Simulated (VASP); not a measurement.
Here is a VASP 6.6.1 calculation.

Contents of POSCAR:

```
BAs
1.0
    3.2550128178      0.0000000000      0.0000000000
   -1.6275064089      2.8189237899      0.0000000000
    0.0000000000      0.0000000000      5.4210204989
B As
2 2
Direct
    0.0000000000      0.0000000000      0.0000000000
    0.0000000000      0.0000000000      0.5000000000
    0.3333333333      0.6666666667      0.2500000000
    0.6666666667      0.3333333333      0.7500000000
```

Contents of INCAR.step1:

```
SYSTEM = BAs
  ALGO = Normal
  EDIFF = 1E-4
  ENCUT = 520
  GGA = PE
  ISMEAR = -1
  LASPH = .TRUE.
  LCHARG = .FALSE.
  LREAL = .FALSE.
  LWAVE = .TRUE.
  NBANDS = 16
  NELM = 60
  PREC = Accurate
  SIGMA = 0.02
```

The input INCAR.step2:

```
SYSTEM = BAs
  ALGO = Normal
  EDIFF = 1E-7
  ENCUT = 520
  ISIF = 2
  ISMEAR = -1
  ISTART = 1
  LASPH = .TRUE.
  LCHARG = .TRUE.
  LELF = .TRUE.
  LMIXTAU = .TRUE.
  LREAL = .FALSE.
  LVHAR = .TRUE.
  LWAVE = .FALSE.
  METAGGA = R2SCAN
  NBANDS = 16
  NELM = 60
  PREC = Accurate
  SIGMA = 0.02
```

The input KPOINTS:

```
k-points
0
G
  12 12 4
  0 0 0
```

Potentials or basis: VASP PAW PBE potentials, release 64 (B, As).

Run with:

```console
$ cat potpaw_PBE.64/B/POTCAR potpaw_PBE.64/As/POTCAR > POTCAR
$ cp INCAR.step1 INCAR
$ mpirun -np 1 vasp_std > vasp.out
$ cp INCAR.step2 INCAR
$ mpirun -np 1 vasp_std > vasp.out
```

Task: Estimate the pressure.

Result: 0.1 GPa.

Task: Predict the band gap on the k mesh.

Result: Zero (band 8 reaches 8.89 eV, above the bottom of band 9 at 2.75 eV).

Caveat: the PAW data sets were made with another functional, which shifts forces and pressure a little.
